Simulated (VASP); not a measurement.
Write the native input for VASP 6.6.1 that does the following.

```yaml
Task: single point
Functional: PBE
Potentials_or_basis: VASP PAW PBE potentials, release 64 (Zr_sv, Hf_pv, S)
Cutoff: 520 eV
k_mesh: 12 × 12 × 2
Occupations: gaussian, width 0.02 eV
Spin: no spin polarisation
Dipole_correction: no
Further_INCAR_settings: ALGO = Normal; EDIFF = 1e-07; NBANDS = 32
```

The structure of HfZrS4 lies in POSCAR:

```
HfZrS4
1.0
    3.6681666455      0.0000000000      0.0000000000
   -1.8340833228      3.1767255003      0.0000000000
    0.0000000000      0.0000000000     13.5893477152
Zr Hf S
1 1 4
Direct
    0.0000000000      0.0000000000      0.0000000000
    0.0000000000      0.0000000000      0.5000000000
    0.6666666667      0.3333333333      0.3941031655
    0.6666666667      0.3333333333      0.8928295379
    0.3333333333      0.6666666667      0.1071704621
    0.3333333333      0.6666666667      0.6058968345
```

These files were run (other wordings do the same):

INCAR

```
SYSTEM = HfZrS4
ALGO = Normal
EDIFF = 1E-7
ENCUT = 520
GGA = PE
ISIF = 2
ISMEAR = 0
LASPH = .True.
LCHARG = .True.
LELF = .True.
LREAL = .False.
LVHAR = .True.
LWAVE = .False.
NBANDS = 32
NELM = 100
PREC = Accurate
SIGMA = 0.02
```

KPOINTS

```
k-points
0
Gamma
  12 12 2
  0 0 0
```

Potentials or basis: VASP PAW PBE potentials, release 64 (Zr_sv, Hf_pv, S).

Run with:

```sh
$ cat potpaw_PBE.64/Zr_sv/POTCAR potpaw_PBE.64/Hf_pv/POTCAR potpaw_PBE.64/S/POTCAR > POTCAR
$ mpirun -np 1 vasp_std > vasp.out
```

Results of the run:

```yaml
Pressure: -0.3 GPa
Largest_force: 0.066 eV/Å
Band_gap_on_the_k_mesh: 1.13 eV (least direct gap 1.69 eV)
```

Caveat: spin-orbit coupling is left out, which moves the levels of the heavy elements; this functional lacks dispersion, which binds the layers, so the pressure and a relaxed spacing across them are unreliable.

Run time: 2.1 min on 1 thread of Intel(R) Xeon(R) 6975P-C (Granite Rapids), on a shared host, peak memory 0.38 GiB.
